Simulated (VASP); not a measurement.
Input of a VASP 6.6.1 run:

Contents of INCAR:

```
SYSTEM = MgO
PREC     = Accurate       ! precision mode
ENCUT    = 600            ! plane-wave cutoff, eV
EDIFF    = 1E-7           ! SCF threshold, eV
ISMEAR   = 0              ! smearing method
SIGMA    = 0.02           ! smearing width, eV
LREAL    = .False.        ! projectors in reciprocal space
LASPH    = .True.         ! aspherical terms in the spheres
NELM     = 120            ! most SCF steps
ALGO     = Normal         ! electronic algorithm
ISIF     = 3              ! what is computed and relaxed
LWAVE    = .False.        ! write WAVECAR
LCHARG   = .False.        ! write CHGCAR
GGA      = CA             ! functional
IBRION   = 2              ! ionic algorithm
NSW      = 100            ! ionic steps
EDIFFG   = -0.005         ! ionic threshold
GGA_COMPAT= .False.      
NELMIN   = 4
```

KPOINTS

```
regular mesh
0
Gamma
  9 9 6
  0 0 0
```

POSCAR

```
MgO
1.0
    3.4863778627      0.0000000000      0.0000000000
   -1.7431889314      3.0192917963      0.0000000000
    0.0000000000      0.0000000000      4.1780412200
Mg O
2 2
Direct
    0.6666666700      0.3333333300      0.7500000000
    0.3333333300      0.6666666700      0.2500000000
    0.6666666700      0.3333333300      0.2500000000
    0.3333333300      0.6666666700      0.7500000000
```

Potentials or basis: VASP PAW LDA potentials, release 64 (Mg, O).

Run with:

```console
$ cat potpaw_LDA.64/Mg/POTCAR potpaw_LDA.64/O/POTCAR > POTCAR
$ mpirun -np 1 vasp_std > vasp.out
```

Problem. Estimate the relaxed cell.

Solution. a = 3.433 Å, b = 3.433 Å, c = 4.121 Å, α = 90.00°, β = 90.00°, γ = 120.00°.

Problem. Estimate the band gap on the k mesh.

Solution. 3.56 eV, direct.

Problem. What does it give for the space group after relaxing (to 0.05 Å)?

Solution. P6_3/mmc (No. 194).

Problem. Predict the relaxed volume.

Solution. 10.52 Å³/atom.

Step by step:
| step | energy change (eV) | largest force (eV/Å) | pressure (GPa) | volume (Å³) |
| --- | --- | --- | --- | --- |
| 1 | 0.0000 | 0.0000 | -5.96 | 43.98 |
| 2 | -0.0313 | 0.0000 | 2.48 | 41.43 |
| 3 | -0.0364 | 0.0000 | 0.00 | 42.10 |
| 4 | -0.0364 | 0.0000 | -0.13 | 42.13 |
| 5 | -0.0364 | 0.0000 | -0.12 | 42.13 |
| 6 | -0.0364 | 0.0000 | -0.12 | 42.13 |
| 7 | -0.0364 | 0.0000 | 0.07 | 42.08 |

Expect the measured gap to be larger: semilocal functionals such as LDA lack the derivative discontinuity.
